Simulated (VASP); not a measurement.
Runs of VASP 6.6.1 on AlFe. The structure is that of space group Pm-3m (No. 221), or close to it. The cells are those of the table. 

| spin | cell | gap on the mesh (eV) | pressure (GPa) | moment (μB) |
| --- | --- | --- | --- | --- |
| collinear, ferromagnetic start | a = 3.004 Å, 2 atoms | none | -17.1 | (b) |
| off | a = 2.810 Å, 2 atoms | none | 13.3 | - |
| off | a = 2.608 Å, 2 atoms | none | 94.4 | - |
| off | a = 3.075 Å, 2 atoms | none | -23.6 | - |
| collinear, ferromagnetic start | a = 3.075 Å, 2 atoms | none | -16.5 | (a) |
| off | a = 2.701 Å, 2 atoms | none | 48.0 | - |
| collinear, ferromagnetic start | a = 2.861 Å, 2 atoms | none | 2.9 | 0.68 |
| off | a = 3.004 Å, 2 atoms | none | -18.1 | - |
| collinear, ferromagnetic start | a = 2.810 Å, 2 atoms | none | 14.3 | 0.65 |
| off | a = 2.757 Å, 2 atoms | none | 28.2 | - |
| off | a = 2.861 Å, 2 atoms | none | 2.0 | - |
| collinear, ferromagnetic start | a = 2.958 Å, 2 atoms | none | -12.2 | 0.75 |

Alike in all rows: task single point; level PBE; potentials or basis VASP PAW PBE potentials, release 64 (Al, Fe); k mesh 11 × 11 × 11; cutoff (eV) 520; smearing fermi-dirac 0.1 eV.

Question: Fill in the values left out.

Answer: (a) 1.84; (b) 0.81.

A gap of «none» marks levels without a gap at the run's occupations.
